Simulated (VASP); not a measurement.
# TiO2 (I4_1/amd) in VASP: single point with PBE

Aim: the single point of TiO2 with PBE.

Everything below comes from runs of VASP 6.6.1. Logs are shortened: lines on timing, memory, paths and dates and some standing lists are left out, and cuts for length are marked.

### Step 1. The cell of the first run

It takes space group I4_1/amd (No. 141, tetragonal). Conventional cell: a = 3.799 Å, b = 3.799 Å, c = 9.697 Å, α = 90.00°, β = 90.00°, γ = 90.00°. Within 2.6 Å of Ti (site symmetry -4m2) lie 6 O at 1.95 to 2.00 Å. O (site symmetry 2mm) has 3 Ti at 1.95 to 2.00 Å and 2 O at 2.47 Å within 2.6 Å.

### Step 2. Single point, PBE

The input, INCAR:

```
SYSTEM = TiO2
PREC = Accurate
ENCUT = 520
EDIFF = 1E-7
ISMEAR = 0
SIGMA = 0.02
LREAL = .FALSE.
LASPH = .TRUE.
NELM = 80
ALGO = Normal
ISIF = 2
LWAVE = .FALSE.
LCHARG = .TRUE.
GGA = PE
LELF = .TRUE.
LVHAR = .TRUE.
NBANDS = 33
```

The input, KPOINTS:

```
Automatic mesh
0
G
  10 10 10
  0 0 0
```

The input, POSCAR:

```
TiO2
1.0
   -1.8996067547      1.8996067547      4.8485112305
    1.8996067547     -1.8996067547      4.8485112305
    1.8996067547      1.8996067547     -4.8485112305
Ti O
2 4
Direct
    0.0000000000      0.0000000000      0.0000000000
    0.7500000000      0.2500000000      0.5000000000
    0.2064951512      0.2064951512      0.0000000000
    0.9564951512      0.4564951512      0.5000000000
    0.5435048488      0.0435048488      0.5000000000
    0.7935048488      0.7935048488      0.0000000000
```

Potentials or basis: VASP PAW PBE potentials, release 64 (Ti_sv, O).

On the command line:

```
cat potpaw_PBE.64/Ti_sv/POTCAR potpaw_PBE.64/O/POTCAR > POTCAR
mpirun -np 1 vasp_std > vasp.out
```

OUTCAR:

```text
SYSTEM = TiO2
   PREC = Accurate
   ENCUT = 520
   EDIFF = 1E-7
   ISMEAR = 0
   LREAL = .FALSE.
   LASPH = .TRUE.
   NELM = 80
   ISIF = 2
   GGA = PE

 ion  position               nearest neighbor table
   1  0.000  0.000  0.000-   5 1.95   4 1.95   5 1.95   4 1.95   3 2.00   6 2.00
   2  0.750  0.250  0.500-   6 1.95   3 1.95   6 1.95   3 1.95   4 2.00   5 2.00
   3  0.206  0.206  0.000-   2 1.95   2 1.95   1 2.00
   4  0.956  0.456  0.500-   1 1.95   1 1.95   2 2.00
   5  0.544  0.044  0.500-   1 1.95   1 1.95   2 2.00
   6  0.794  0.794  0.000-   2 1.95   2 1.95   1 2.00

  LATTYP: Found a body centered tetragonal cell.
 ALAT       =     3.7992135094
 C/A-ratio  =     2.5523762845

  Lattice vectors:

 A1 = (  -1.8996067547,   1.8996067547,   4.8485112305)
 A2 = (   1.8996067547,  -1.8996067547,   4.8485112305)
 A3 = (   1.8996067547,   1.8996067547,  -4.8485112305)

Analysis of symmetry for initial positions (statically):
=====================================================================
 Subroutine PRICEL returns:
 Original cell was already a primitive cell.

 Routine SETGRP: Setting up the symmetry group for a
 body centered tetragonal supercell.

 Subroutine GETGRP returns: Found 16 space group operations
 (whereof  8 operations were pure point group operations)
 out of a pool of 16 trial point group operations.

The static configuration has the point symmetry D_2d.
 The point group associated with its full space group is D_4h.

Analysis of symmetry for dynamics (positions and initial velocities):
=====================================================================
 Subroutine PRICEL returns:
 Original cell was already a primitive cell.

 Routine SETGRP: Setting up the symmetry group for a
 body centered tetragonal supercell.

 Subroutine GETGRP returns: Found 16 space group operations
 (whereof  8 operations were pure point group operations)
 out of a pool of 16 trial point group operations.

The dynamic configuration has the point symmetry D_2d.
 The point group associated with its full space group is D_4h.

 Subroutine INISYM returns: Found 16 space group operations
 (whereof  8 operations are pure point group operations),
 and found     1 'primitive' translations

----------------------------------------------------------------------------------------

                                     Primitive cell

  volume of cell :      69.9835

  direct lattice vectors                    reciprocal lattice vectors
[... 95 lines left out ...]
   EDIFF  = 0.1E-06   stopping-criterion for ELM
   LREAL  =      F    real-space projection
   EDIFFG = 0.1E-05   stopping-criterion for IOM
   NSW    =      0    number of steps for IOM
   IBRION =     -1    ionic relax: 0-MD 1-quasi-New 2-CG
   NFREE  =      0    steps in history (QN), initial steepest desc. (CG)
   ISIF   =      2    stress and relaxation
   ISYM   =      2    0-nonsym 1-usesym 2-fastsym
   POTIM  = 0.5000    time-step for ionic-motion
   TEBEG  =    0.0;   TEEND  =   0.0 temperature during run
   PSTRESS=    0.0 pullay stress
   NELECT =      48.0000    total number of electrons
   NUPDOWN=      -1.0000    fix difference up-down
   EMIN   =  10.00;   EMAX   =-10.00  energy-range for DOS
   EFERMI =   0.00;   METHOD = LEGACY
   ISMEAR =     0;   SIGMA  =   0.02  broadening in eV -4-tet -1-fermi 0-gaus
   EFERMI_NEDOS =   21; number of points for ismear=-14 and -15
   IALGO  =     38    algorithm
   IMIX   =      4    mixing-type and parameters
     AMIX     =   0.40;   BMIX     =  1.00
     AMIX_MAG =   1.60;   BMIX_MAG =  1.00
  volume/ion in A,a.u.               =      11.66        78.71
  Fermi-wavevector in a.u.,A,eV,Ry     =   1.443743  2.728279 28.359911  2.084395
  Thomas-Fermi vector in A             =   2.562117
   LORBIT       =      0    0 simple, 1 ext, 2 COOP (PROOUT), +10 PAW based schemes
   GGA     = PE    functional components
   LHFCALC =     F    Hartree Fock is set to
   AEXX    =    0.0000 exact exchange contribution
   IVDW    =     0    specifies the selected vdW correction
   LEPSILON=     F    determine dielectric tensor
   LRPA    =     F    only Hartree local field effects (RPA)
 non-spin polarized calculation
 Gauss-broadening in eV      SIGMA  =   0.02
  energy-cutoff  :      520.00
  volume of cell :       69.98
 maximum number of plane-waves:      1899
 NGX is ok and might be reduce to    42
   NGX = 21   NGY = 21   NGZ = 21

 number of electron      47.9999996 magnetization

 Free energy of the ion-electron system (eV)
  ---------------------------------------------------
  ext. energy  EPLUGINS =         0.00000000
  ---------------------------------------------------
  free energy    TOTEN  =       -53.86473306 eV

  energy without entropy =      -53.86473306  energy(sigma->0) =      -53.86473306

 E-fermi :   3.3706     XC(G=0): -10.5932

 val. band max:        3.1424109347   @ k =  -0.4000   0.4000   0.0000
 cond. band min:       5.2544979888   @ k =   0.0000   0.0000   0.0000
 fundamental gap:      2.1120870541
 Fermi energy:         3.3705723057

 k-point     1 :       0.0000    0.0000    0.0000
  band No.  band energies     occupation
      1     -53.3133      2.00000
      2     -53.2622      2.00000
      3     -29.7423      2.00000
      4     -29.5236      2.00000
      5     -29.5236      2.00000
      6     -29.4621      2.00000
[... 853 lines left out ...]
     32       9.4212      0.00000
     33      10.2992      0.00000

 [... further k-points ...]
[... 5 lines left out ...]
  --------------------------------------------------------------------------------------
  -------------------------------------------------------------------------------------
  Total        0.2881174      0.2881174      0.3308753      0.0000000      0.0000000      0.0000000
  in kB        6.5960553      6.5960553      7.5749394      0.0000000      0.0000000      0.0000000
  external PRESSURE =       6.9223500 kB  Pullay stress =       0.0000000 kB

 VOLUME and BASIS-vectors are now :
 -----------------------------------------------------------------------------
  energy-cutoff  :      520.00
  volume of cell :       69.98
      direct lattice vectors                 reciprocal lattice vectors
    -1.899606755  1.899606755  4.848511230     0.000000000  0.263212372  0.103124439
     1.899606755 -1.899606755  4.848511230     0.263212372  0.000000000  0.103124439
     1.899606755  1.899606755 -4.848511230     0.263212372  0.263212372  0.000000000

 POSITION                                       TOTAL-FORCE (eV/Angst)
 -----------------------------------------------------------------------------------
      0.00000      0.00000      0.00000        -0.000000     -0.000000      0.000000
     -0.00000      1.89961      2.42426        -0.000000     -0.000000      0.000000
      0.00000      0.00000      2.00239         0.000000      0.000000      0.018895
     -0.00000      1.89961      4.42664        -0.000000     -0.000000      0.018895
      0.00000      1.89961      0.42187         0.000000      0.000000     -0.018895
      0.00000      0.00000      7.69463         0.000000      0.000000     -0.018895
 -----------------------------------------------------------------------------------
    total drift:                               -0.000000     -0.000000      0.000000

  FREE ENERGIE OF THE ION-ELECTRON SYSTEM (eV)
  ---------------------------------------------------
  free  energy   TOTEN  =       -53.8647330611 eV

  energy  without entropy=      -53.8647330611  energy(sigma->0) =      -53.86473306
```

stdout:

```text
POSCAR found type information on POSCAR TiO
 POSCAR found :  2 types and       6 ions
 scaLAPACK will be used
 LDA part: xc-table for (Slater+PW92), standard interpolation
 POSCAR, INCAR and KPOINTS ok, starting setup
 FFT: planning ... GRIDC
 FFT: planning ... GRID_SOFT
 FFT: planning ... GRID
 WAVECAR not read
 entering main loop
```

Wall time 17 min (1 thread of AMD EPYC 7R13, shared host); peak memory 0.34 GiB.

What came out:

```
Free energy            : -53.8647 eV
Pressure               : 0.7 GPa
Largest force          : 0.019 eV/Å
Band gap on the k mesh : 2.11 eV, indirect (least direct gap 2.41 eV)
```

Forces in eV/Å, atoms in the order of the input:
```
Ti   0.000  0.000  0.000
Ti   0.000  0.000  0.000
O    0.000  0.000  0.019
O    0.000  0.000  0.019
O    0.000  0.000 -0.019
O    0.000  0.000 -0.019
```

Levels at points of the mesh, in eV from the valence-band top:
```
           k point  band 20  band 21  band 22  band 23  band 24  band 25  band 26  band 27  band 28  band 29
(0.00, 0.00, 0.00)    -0.79    -0.79    -0.78    -0.41    -0.41     2.11     2.78     3.97     3.97     3.97
(0.50, 0.00, 0.00)    -1.89    -1.88    -0.87    -0.84    -0.63     3.19     3.46     3.51     3.53     4.20
(0.50, 0.50, 0.00)    -2.56    -1.97    -1.97    -0.04    -0.04     3.22     3.22     3.69     3.69     4.77
(0.50, 0.50, 0.50)    -1.32    -1.23    -1.23    -0.09    -0.09     2.44     2.44     3.70     3.70     4.26
```

A k mesh can miss the band edges.
